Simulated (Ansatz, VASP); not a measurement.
# One calculation of AlNi3, two programs

```
CELL_PARAMETERS angstrom
0.06764 2.80241 2.80241
2.80241 0.06764 2.80241
2.80241 2.80241 0.06764
ATOMIC_POSITIONS crystal
Al 0.50000 0.50000 0.50000
Ni 0.25000 0.25000 0.25000
Ni 0.00000 0.00000 0.00000
Ni 0.75000 0.75000 0.75000
```

Alike in both runs: task single point; functional PBEsol; k mesh 14 × 14 × 14; occupations gaussian, width 0.15 eV; no spin polarisation.

```csv
,VASP,Ansatz
version,VASP 6.6.1,Ansatz 0.2.0
potentials or method,"VASP PAW PBE potentials, release 64 (Al, Ni), cutoff 520 eV","scalar-relativistic, plane waves, PAW"
valence electrons in the cell,33,57
```

|  | VASP | Ansatz | Ansatz less VASP |
| --- | --- | --- | --- |
| gap on the k mesh at the Fermi level (eV) | none | none | - |
| pressure (GPa) | 7.4 | 7.4 | -0.02 |
| traceless stress, the component that is largest in VASP (GPa) | -3.84 | -3.87 | -0.028 |
| rms of the force components (eV/Å) | 0.018 | 0.020 | +0.0018 |

VASP's potentials were made for PBE, not for PBEsol, and Ansatz warns of the same on its side. Atom by atom the forces differ by 0.002 eV/Å (rms over components). A gap of «none» marks a metal or a gap that the smearing closes. With one functional, cell and mesh, what is left measures potentials, basis and numerics. VASP's potentials hold 33 valence electrons a cell and Ansatz's 57, so a difference there can come from the potentials and not from the codes.
